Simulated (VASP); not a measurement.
Input of a VASP 6.6.1 run:

File INCAR:

```
ALGO = Normal ; EDIFF = 1E-7
ENCUT = 520 ; GGA = PE
ISIF = 2 ; ISMEAR = -1
ISPIN = 2 ; LASPH = T
LCHARG = T ; LELF = T
LMAXMIX = 4 ; LORBIT = 11
LREAL = F ; LVHAR = T
LWAVE = F ; MAGMOM = 2 0
NBANDS = 18 ; NELM = 150
PREC = Accurate ; SIGMA = 0.05
```

Contents of KPOINTS:

```
k-points
0
Gamma
  10 10 10
```

Contents of POSCAR:

```
CoO
1.0
    0.0000000000      2.2957989903      2.2957989903
    2.2957989903      0.0000000000      2.2957989903
    2.2957989903      2.2957989903      0.0000000000
Co O
1 1
Direct
    0.0000000000      0.0000000000      0.0000000000
    0.2500000000      0.2500000000      0.2500000000
```

Potentials or basis: VASP PAW PBE potentials, release 64 (Co, O).

Run with:

```sh
$ cat potpaw_PBE.64/Co/POTCAR potpaw_PBE.64/O/POTCAR > POTCAR
$ mpirun -np 1 vasp_std > vasp.out
```

**Question.** Estimate the net moment.

**Answer.** 2.90 μB per cell.

**Question.** Predict the site moments.

**Answer.** Co +2.49; O +0.32 μB.

Caveat: a cell with one magnetic atom can't hold antiferromagnetic order, which such compounds often take.
